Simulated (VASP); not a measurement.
Here is a VASP 6.6.1 calculation.

File INCAR:

```
ALGO = Normal
EDIFF = 1E-7
ENCUT = 520
GGA = CA
ISIF = 2
ISMEAR = -1
LASPH = T
LCHARG = F
LREAL = F
LWAVE = F
NBANDS = 26
NELM = 100
PREC = Accurate
SIGMA = 0.05
```

The input KPOINTS:

```
k-points
0
Gamma
  10 10 10
```

The input POSCAR:

```
LuHg
1.0
    3.6070000000      0.0180350000      0.0180350000
    0.0180350000      3.6070000000      0.0180350000
    0.0180350000      0.0180350000      3.6070000000
Lu Hg
1 1
Direct
    0.5000000000      0.5000000000      0.5000000000
    0.0000000000      0.0000000000      0.0000000000
```

Potentials or basis: VASP PAW PBE potentials, release 64 (Lu, Hg).

Run with:

```console
$ cat potpaw_PBE.64/Lu/POTCAR potpaw_PBE.64/Hg/POTCAR > POTCAR
$ mpirun -np 1 vasp_std > vasp.out
```

Problem. Predict the pressure.

Solution. -3.6 GPa.

Stress tensor (GPa, compression positive):
```
-3.59 -0.42 -0.42
-0.42 -3.59 -0.42
-0.42 -0.42 -3.59
```

Caveat: the cell differs from its parent crystal (equal xy, yz and zx shear strains of +1 %); the PAW data sets were made with another functional, which shifts forces and pressure a little.
